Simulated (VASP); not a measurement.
# CdSe (P6_3mc) in VASP: notebook

CdSe is run at these levels: PBE; tasks: single point.

Program: VASP 6.6.1. These are calculated values, not measurements. Logs are shortened: lines on timing, memory, paths and dates and some standing lists are left out, and cuts for length are marked.

**1. The cell of the first run**

It takes space group P6_3mc (No. 186, hexagonal). The conventional cell has a = 4.513 Å, b = 4.513 Å, c = 6.664 Å, α = 90.00°, β = 90.00°, γ = 120.00°. Within 3.3 Å of Cd (site symmetry 3m) lie 4 Se at 2.50 to 2.74 Å. Se (site symmetry 3m) has 4 Cd at 2.50 to 2.74 Å within 3.3 Å.

**2. Single point, PBE (strain +0.050 along x and y, -0.050 along z)**

Contents of INCAR:

```
SYSTEM = CdSe
  ALGO = Normal
  EDIFF = 1E-6
  ENCUT = 520
  GGA = PE
  ISIF = 2
  ISMEAR = 0
  LASPH = .TRUE.
  LCHARG = .FALSE.
  LREAL = .FALSE.
  LWAVE = .FALSE.
  NBANDS = 26
  NELM = 80
  PREC = Accurate
  SIGMA = 0.05
```

Contents of KPOINTS:

```
k-points
0
G
  6 6 4
  0 0 0
```

Contents of POSCAR:

```
CdSe
1.0
    4.5134249099      0.0000000000      0.0000000000
   -2.2567124550      3.9087406301      0.0000000000
    0.0000000000      0.0000000000      6.6644400000
Cd Se
2 2
Direct
    0.6666666667      0.3333333333      0.0000000000
    0.3333333333      0.6666666667      0.5000000000
    0.6666666667      0.3333333333      0.3750000000
    0.3333333333      0.6666666667      0.8750000000
```

Potentials or basis: VASP PAW PBE potentials, release 64 (Cd, Se).

On the command line:

```console
cat potpaw_PBE.64/Cd/POTCAR potpaw_PBE.64/Se/POTCAR > POTCAR
mpirun -np 1 vasp_std > vasp.out
```

OUTCAR:

```text
SYSTEM = CdSe
   EDIFF = 1E-6
   ENCUT = 520
   GGA = PE
   ISIF = 2
   ISMEAR = 0
   LASPH = .TRUE.
   LREAL = .FALSE.
   NELM = 80
   PREC = Accurate

 ion  position               nearest neighbor table
   1  0.667  0.333  0.000-   3 2.50   4 2.74   4 2.74   4 2.74
   2  0.333  0.667  0.500-   4 2.50   3 2.74   3 2.74   3 2.74
   3  0.667  0.333  0.375-   1 2.50   2 2.74   2 2.74   2 2.74
   4  0.333  0.667  0.875-   2 2.50   1 2.74   1 2.74   1 2.74

  LATTYP: Found a hexagonal cell.
 ALAT       =     4.5134249099
 C/A-ratio  =     1.4765815612

  Lattice vectors:

 A1 = (   4.5134249099,   0.0000000000,   0.0000000000)
 A2 = (  -2.2567124550,   3.9087406301,   0.0000000000)
 A3 = (   0.0000000000,   0.0000000000,   6.6644400000)

Analysis of symmetry for initial positions (statically):
=====================================================================
 Subroutine PRICEL returns:
 Original cell was already a primitive cell.

 Routine SETGRP: Setting up the symmetry group for a
 hexagonal supercell.

 Subroutine GETGRP returns: Found 12 space group operations
 (whereof  6 operations were pure point group operations)
 out of a pool of 24 trial point group operations.

The static configuration has the point symmetry C_3v.
 The point group associated with its full space group is C_6v.

Analysis of symmetry for dynamics (positions and initial velocities):
=====================================================================
 Subroutine PRICEL returns:
 Original cell was already a primitive cell.

 Routine SETGRP: Setting up the symmetry group for a
 hexagonal supercell.

 Subroutine GETGRP returns: Found 12 space group operations
 (whereof  6 operations were pure point group operations)
 out of a pool of 24 trial point group operations.

The dynamic configuration has the point symmetry C_3v.
 The point group associated with its full space group is C_6v.

 Subroutine INISYM returns: Found 12 space group operations
 (whereof  6 operations are pure point group operations),
 and found     1 'primitive' translations

----------------------------------------------------------------------------------------

                                     Primitive cell

  volume of cell :     117.5728

  direct lattice vectors                    reciprocal lattice vectors
     4.513424910  0.000000000  0.000000000     0.221561236  0.127918439  0.000000000
    -2.256712455  3.908740630  0.000000000     0.000000000  0.255836878  0.000000000
     0.000000000  0.000000000  6.664440000     0.000000000  0.000000000  0.150050117

  length of vectors
     4.513424910  4.513424910  6.664440000     0.255836878  0.255836878  0.150050117

  position of ions in fractional coordinates (direct lattice)
     0.666666667  0.333333333  0.000000000
     0.333333333  0.666666667  0.500000000
     0.666666667  0.333333333  0.375000000
     0.333333333  0.666666667  0.875000000

  ion indices of the primitive-cell ions
   primitive index   ion index
                 1           1
                 2           2
                 3           3
                 4           4

----------------------------------------------------------------------------------------

 KPOINTS: k-points

Automatic generation of k-mesh.
 Grid dimensions read from file:
 generate k-points for:    6    6    4

 Generating k-lattice:

  Cartesian coordinates                     Fractional coordinates (reciprocal lattice)
     0.036926873  0.021319740  0.000000000     0.166666667  0.000000000  0.000000000
     0.000000000  0.042639480  0.000000000     0.000000000  0.166666667  0.000000000
     0.000000000  0.000000000  0.037512529     0.000000000  0.000000000  0.250000000

  Length of vectors
     0.042639480  0.042639480  0.037512529

  Shift w.r.t. Gamma in fractional coordinates (k-lattice)
     0.000000000  0.000000000  0.000000000

 Subroutine IBZKPT returns following result:
 ===========================================

 Found     21 irreducible k-points:

 Following reciprocal coordinates:
            Coordinates               Weight
  0.000000  0.000000  0.000000      1.000000
  0.166667  0.000000  0.000000      6.000000
  0.333333  0.000000  0.000000      6.000000
  0.500000  0.000000  0.000000      3.000000
  0.166667  0.166667  0.000000      6.000000
  0.333333  0.166667  0.000000     12.000000
[... 13 lines left out ...]
  0.333333  0.166667  0.500000     12.000000
  0.333333  0.333333  0.500000      2.000000
   k-points           NKPTS =     21   k-points in BZ     NKDIM =     21   number of bands    NBANDS=     26
   number of dos      NEDOS =    301   number of ions     NIONS =      4
   total plane-waves  NPLWV =  64800
   dimension x,y,z NGX =    36 NGY =   36 NGZ =   50
   dimension x,y,z NGXF=    72 NGYF=   72 NGZF=  100
   ions per type =               2   2
   NGX,Y,Z   is equivalent  to a cutoff of  13.26, 13.26, 12.47 a.u.
   NGXF,Y,Z  is equivalent  to a cutoff of  26.52, 26.52, 24.95 a.u.
 SYSTEM =  CdSe
   PREC   = accura    normal or accurate (medium, high low for compatibility)
   ISTART =      0    job   : 0-new  1-cont  2-samecut
   ICHARG =      2    charge: 1-file 2-atom 10-const
   ISPIN  =      1    spin polarized calculation?
   LNONCOLLINEAR =      F non collinear calculations
   LSORBIT =      F    spin-orbit coupling
   LASPH  =      T    aspherical Exc in radial PAW
   ENCUT  =  520.0 eV  38.22 Ry    6.18 a.u.   8.39  8.39 12.39*2*pi/ulx,y,z
   NELM   =     80;   NELMIN=  2; NELMDL= -5     # of ELM steps
   EDIFF  = 0.1E-05   stopping-criterion for ELM
   LREAL  =      F    real-space projection
   EDIFFG = 0.1E-04   stopping-criterion for IOM
   NSW    =      0    number of steps for IOM
   IBRION =     -1    ionic relax: 0-MD 1-quasi-New 2-CG
   NFREE  =      0    steps in history (QN), initial steepest desc. (CG)
   ISIF   =      2    stress and relaxation
   ISYM   =      2    0-nonsym 1-usesym 2-fastsym
   POTIM  = 0.5000    time-step for ionic-motion
   TEBEG  =    0.0;   TEEND  =   0.0 temperature during run
   PSTRESS=    0.0 pullay stress
   NELECT =      36.0000    total number of electrons
   NUPDOWN=      -1.0000    fix difference up-down
   EMIN   =  10.00;   EMAX   =-10.00  energy-range for DOS
   EFERMI =   0.00;   METHOD = LEGACY
   ISMEAR =     0;   SIGMA  =   0.05  broadening in eV -4-tet -1-fermi 0-gaus
   EFERMI_NEDOS =   21; number of points for ismear=-14 and -15
   IALGO  =     38    algorithm
   IMIX   =      4    mixing-type and parameters
     AMIX     =   0.40;   BMIX     =  1.00
     AMIX_MAG =   1.60;   BMIX_MAG =  1.00
  volume/ion in A,a.u.               =      29.39       198.36
  Fermi-wavevector in a.u.,A,eV,Ry     =   1.103418  2.085158 16.565520  1.217531
  Thomas-Fermi vector in A             =   2.239876
   LORBIT       =      0    0 simple, 1 ext, 2 COOP (PROOUT), +10 PAW based schemes
   GGA     = PE    functional components
   LHFCALC =     F    Hartree Fock is set to
   AEXX    =    0.0000 exact exchange contribution
   IVDW    =     0    specifies the selected vdW correction
   LEPSILON=     F    determine dielectric tensor
   LRPA    =     F    only Hartree local field effects (RPA)
 non-spin polarized calculation
 Gauss-broadening in eV      SIGMA  =   0.05
  energy-cutoff  :      520.00
  volume of cell :      117.57
 maximum number of plane-waves:      3217
 NGX is ok and might be reduce to    36
   NGX = 17   NGY = 17   NGZ = 25

 number of electron      35.9999998 magnetization

 Free energy of the ion-electron system (eV)
  ---------------------------------------------------
  ext. energy  EPLUGINS =         0.00000000
  ---------------------------------------------------
  free energy    TOTEN  =       -10.75214186 eV

  energy without entropy =      -10.75214186  energy(sigma->0) =      -10.75214186

 E-fermi :   0.8368     XC(G=0):  -8.6700

 val. band max:        0.5972171361   @ k =   0.0000   0.0000   0.0000
 cond. band min:       1.2313324308   @ k =   0.0000   0.0000   0.0000
 fundamental gap:      0.6341152947
 Fermi energy:         0.8368085937

 k-point     1 :       0.0000    0.0000    0.0000
  band No.  band energies     occupation
      1     -11.7923      2.00000
      2     -11.3759      2.00000
      3      -7.2738      2.00000
      4      -7.1653      2.00000
      5      -7.1653      2.00000
      6      -7.0695      2.00000
[... 18 lines left out ...]
     25       7.8323      0.00000
     26       8.7880      0.00000

 k-point     2 :       0.1667    0.0000    0.0000
  band No.  band energies     occupation
      1     -11.7265      2.00000
      2     -11.3598      2.00000
      3      -7.2488      2.00000
      4      -7.1517      2.00000
      5      -7.1180      2.00000
      6      -7.0570      2.00000
[... 18 lines left out ...]
     25       8.0396      0.00000
     26       8.2247      0.00000

 k-point     3 :       0.3333    0.0000    0.0000
  band No.  band energies     occupation
      1     -11.5791      2.00000
      2     -11.3411      2.00000
      3      -7.1993      2.00000
      4      -7.1344      2.00000
      5      -7.0611      2.00000
      6      -7.0043      2.00000
[... 18 lines left out ...]
     25       8.7027      0.00000
     26       9.3225      0.00000

 k-point     4 :       0.5000    0.0000    0.0000
  band No.  band energies     occupation
      1     -11.4854      2.00000
      2     -11.3509      2.00000
      3      -7.1759      2.00000
      4      -7.1304      2.00000
      5      -7.0364      2.00000
      6      -7.0213      2.00000
[... 18 lines left out ...]
     25       9.0260      0.00000
     26       9.6816      0.00000
[... 409 lines left out ...]
      1     -11.4680      2.00000
      2     -11.4680      2.00000
      3      -7.1529      2.00000
      4      -7.1529      2.00000
      5      -7.0737      2.00000
      6      -7.0737      2.00000
[... 18 lines left out ...]
     25       7.8547      0.00000
     26       7.8547      0.00000

 k-point    20 :       0.3333    0.1667    0.5000
  band No.  band energies     occupation
      1     -11.4032      2.00000
      2     -11.4032      2.00000
      3      -7.1543      2.00000
      4      -7.1543      2.00000
      5      -7.0465      2.00000
      6      -7.0465      2.00000
[... 18 lines left out ...]
     25       8.3143      0.00000
     26       8.3143      0.00000

 k-point    21 :       0.3333    0.3333    0.5000
  band No.  band energies     occupation
      1     -11.3820      2.00000
      2     -11.3820      2.00000
      3      -7.1478      2.00000
      4      -7.1478      2.00000
      5      -7.0432      2.00000
      6      -7.0432      2.00000
[... 18 lines left out ...]
     25       8.8199      0.00000
     26       8.8199      0.00000

------------------------ aborting loop because EDIFF is reached ----------------------------------------

  FORCE on cell =-STRESS in cart. coord.  units (eV):
  Direction    XX          YY          ZZ          XY          YZ          ZX
  --------------------------------------------------------------------------------------
  -------------------------------------------------------------------------------------
  Total       -1.1080883     -1.1080883      6.2062999      0.0000000     -0.0000000      0.0000000
  in kB      -15.1000445    -15.1000445     84.5739476      0.0000000     -0.0000000      0.0000000
  external PRESSURE =      18.1246195 kB  Pullay stress =       0.0000000 kB

 VOLUME and BASIS-vectors are now :
 -----------------------------------------------------------------------------
  energy-cutoff  :      520.00
  volume of cell :      117.57
      direct lattice vectors                 reciprocal lattice vectors
     4.513424910  0.000000000  0.000000000     0.221561236  0.127918439  0.000000000
    -2.256712455  3.908740630  0.000000000     0.000000000  0.255836878  0.000000000
     0.000000000  0.000000000  6.664440000     0.000000000  0.000000000  0.150050117

 POSITION                                       TOTAL-FORCE (eV/Angst)
 -----------------------------------------------------------------------------------
      2.25671      1.30291      0.00000        -0.000000      0.000000     -0.979122
     -0.00000      2.60583      3.33222         0.000000     -0.000000     -0.979122
      2.25671      1.30291      2.49917        -0.000000      0.000000      0.979122
     -0.00000      2.60583      5.83139         0.000000     -0.000000      0.979122
 -----------------------------------------------------------------------------------
    total drift:                               -0.000000     -0.000000      0.001054

  FREE ENERGIE OF THE ION-ELECTRON SYSTEM (eV)
  ---------------------------------------------------
  free  energy   TOTEN  =       -10.7521418590 eV

  energy  without entropy=      -10.7521418590  energy(sigma->0) =      -10.75214186
```

It took 28 s on 1 thread of Intel Xeon 6975P-C (Granite Rapids), shared host; peak memory 0.26 GiB.

What came out:

```yaml
Free_energy: -10.7521 eV
Pressure: 1.8 GPa
Largest_force: 0.979 eV/Å
Band_gap_on_the_k_mesh: 0.63 eV, direct
```

Forces on the atoms (eV/Å):
```
Cd   0.000  0.000 -0.979
Cd   0.000  0.000 -0.979
Se   0.000  0.000  0.979
Se   0.000  0.000  0.979
```

Levels at points of the mesh, in eV from the valence-band top:
```csv
k point,band 15,band 16,band 17,band 18,band 19,band 20,band 21,band 22
"(0.00, 0.00, 0.00)",-1.00,-0.05,-0.05,0.00,0.63,1.75,5.51,5.51
"(0.50, 0.00, 0.00)",-2.53,-1.93,-1.26,-0.57,3.00,3.24,5.14,6.22
"(0.00, 0.00, 0.50)",-0.54,-0.54,-0.54,-0.54,2.26,2.26,5.91,5.91
"(0.50, 0.00, 0.50)",-1.31,-1.31,-1.03,-1.03,3.03,3.03,5.05,5.05
```

Caveat: the cell differs from its parent crystal (strain +0.050 along x and y, -0.050 along z).

**3. Single point, PBE (strain +0.025 along x and y, +0.000 along z)**

Contents of INCAR:

```
SYSTEM = CdSe
PREC     = Accurate       ! precision mode
ENCUT    = 520            ! plane-wave cutoff, eV
EDIFF    = 1E-6           ! SCF threshold, eV
ISMEAR   = 0              ! smearing method
SIGMA    = 0.05           ! smearing width, eV
LREAL    = .FALSE.        ! projectors in reciprocal space
LASPH    = .TRUE.         ! aspherical terms in the spheres
NELM     = 60             ! most SCF steps
ALGO     = Normal         ! electronic algorithm
ISIF     = 2              ! what is computed and relaxed
LWAVE    = .FALSE.        ! write WAVECAR
LCHARG   = .FALSE.        ! write CHGCAR
GGA      = PE             ! functional
NBANDS   = 26             ! bands
```

Contents of KPOINTS:

```
Automatic mesh
0
G
  6 6 4
  0 0 0
```

Contents of POSCAR:

```
CdSe
1.0
    4.4059624121      0.0000000000      0.0000000000
   -2.2029812060      3.8156753770      0.0000000000
    0.0000000000      0.0000000000      7.0152000000
Cd Se
2 2
Direct
    0.6666666667      0.3333333333      0.0000000000
    0.3333333333      0.6666666667      0.5000000000
    0.6666666667      0.3333333333      0.3750000000
    0.3333333333      0.6666666667      0.8750000000
```

Potentials or basis: VASP PAW PBE potentials, release 64 (Cd, Se).

On the command line:

```console
cat potpaw_PBE.64/Cd/POTCAR potpaw_PBE.64/Se/POTCAR > POTCAR
mpirun -np 1 vasp_std > vasp.out
```

OUTCAR:

```text
SYSTEM = CdSe
   PREC = Accurate
   ENCUT = 520
   EDIFF = 1E-6
   ISMEAR = 0
   LREAL = .FALSE.
   LASPH = .TRUE.
   NELM = 60
   ISIF = 2
   GGA = PE

 ion  position               nearest neighbor table
   1  0.667  0.333  0.000-   3 2.63   4 2.69   4 2.69   4 2.69
   2  0.333  0.667  0.500-   4 2.63   3 2.69   3 2.69   3 2.69
   3  0.667  0.333  0.375-   1 2.63   2 2.69   2 2.69   2 2.69
   4  0.333  0.667  0.875-   2 2.63   1 2.69   1 2.69   1 2.69

  LATTYP: Found a hexagonal cell.
 ALAT       =     4.4059624121
 C/A-ratio  =     1.5922060480

  Lattice vectors:

 A1 = (   4.4059624121,   0.0000000000,   0.0000000000)
 A2 = (  -2.2029812060,   3.8156753770,   0.0000000000)
 A3 = (   0.0000000000,   0.0000000000,   7.0152000000)

Analysis of symmetry for initial positions (statically):
=====================================================================
 Subroutine PRICEL returns:
 Original cell was already a primitive cell.

 Routine SETGRP: Setting up the symmetry group for a
 hexagonal supercell.

 Subroutine GETGRP returns: Found 12 space group operations
 (whereof  6 operations were pure point group operations)
 out of a pool of 24 trial point group operations.

[... 166 lines left out ...]

 val. band max:        0.5726278511   @ k =   0.0000   0.0000   0.0000
 cond. band min:       1.1510248534   @ k =   0.0000   0.0000   0.0000
 fundamental gap:      0.5783970023
 Fermi energy:         0.7782213604

 k-point     1 :       0.0000    0.0000    0.0000
  band No.  band energies     occupation
      1     -11.7639      2.00000
      2     -11.4066      2.00000
      3      -7.2176      2.00000
      4      -7.1828      2.00000
      5      -7.1828      2.00000
      6      -7.1161      2.00000
[... 598 lines left out ...]
     25       9.1095      0.00000
     26       9.1095      0.00000

------------------------ aborting loop because EDIFF is reached ----------------------------------------

  FORCE on cell =-STRESS in cart. coord.  units (eV):
  Direction    XX          YY          ZZ          XY          YZ          ZX
  --------------------------------------------------------------------------------------
  -------------------------------------------------------------------------------------
  Total       -0.0002216     -0.0002216      1.6418568     -0.0000000      0.0000000      0.0000000
  in kB       -0.0030098     -0.0030098     22.3045566     -0.0000000      0.0000000      0.0000000
  external PRESSURE =       7.4328457 kB  Pullay stress =       0.0000000 kB

 VOLUME and BASIS-vectors are now :
 -----------------------------------------------------------------------------
  energy-cutoff  :      520.00
  volume of cell :      117.94
      direct lattice vectors                 reciprocal lattice vectors
     4.405962412  0.000000000  0.000000000     0.226965168  0.131038401  0.000000000
    -2.202981206  3.815675377  0.000000000     0.000000000  0.262076802  0.000000000
     0.000000000  0.000000000  7.015200000     0.000000000  0.000000000  0.142547611

 POSITION                                       TOTAL-FORCE (eV/Angst)
 -----------------------------------------------------------------------------------
      2.20298      1.27189      0.00000         0.000000     -0.000000     -0.195920
     -0.00000      2.54378      3.50760        -0.000000      0.000000     -0.195920
      2.20298      1.27189      2.63070         0.000000      0.000000      0.195920
     -0.00000      2.54378      6.13830        -0.000000     -0.000000      0.195920
 -----------------------------------------------------------------------------------
    total drift:                               -0.000000     -0.000000      0.000136

  FREE ENERGIE OF THE ION-ELECTRON SYSTEM (eV)
  ---------------------------------------------------
  free  energy   TOTEN  =       -10.9734520209 eV

  energy  without entropy=      -10.9734520208  energy(sigma->0) =      -10.97345202
```

stdout:

```text
POSCAR found type information on POSCAR CdSe
 POSCAR found :  2 types and       4 ions
 scaLAPACK will be used
 LDA part: xc-table for (Slater+PW92), standard interpolation
 POSCAR, INCAR and KPOINTS ok, starting setup
 FFT: planning ... GRIDC
 FFT: planning ... GRID_SOFT
 FFT: planning ... GRID
 WAVECAR not read
 entering main loop
```

Run time: 28 s. Hardware: 1 thread of Intel Xeon 6975P-C (Granite Rapids), shared host; peak memory 0.27 GiB.

What came out:

```
Free energy            : -10.9735 eV
Pressure               : 0.7 GPa
Largest force          : 0.196 eV/Å
Band gap on the k mesh : 0.58 eV, direct
```

Forces on the atoms (eV/Å):
```
Cd   0.000  0.000 -0.196
Cd   0.000  0.000 -0.196
Se   0.000  0.000  0.196
Se   0.000  0.000  0.196
```

Stress tensor (GPa, compression positive):
```
0.00 0.00 0.00
0.00 0.00 0.00
0.00 0.00 2.23
```

Caveat: the cell differs from its parent crystal (strain +0.025 along x and y, +0.000 along z).

(Part 1 of 2 ends here.)
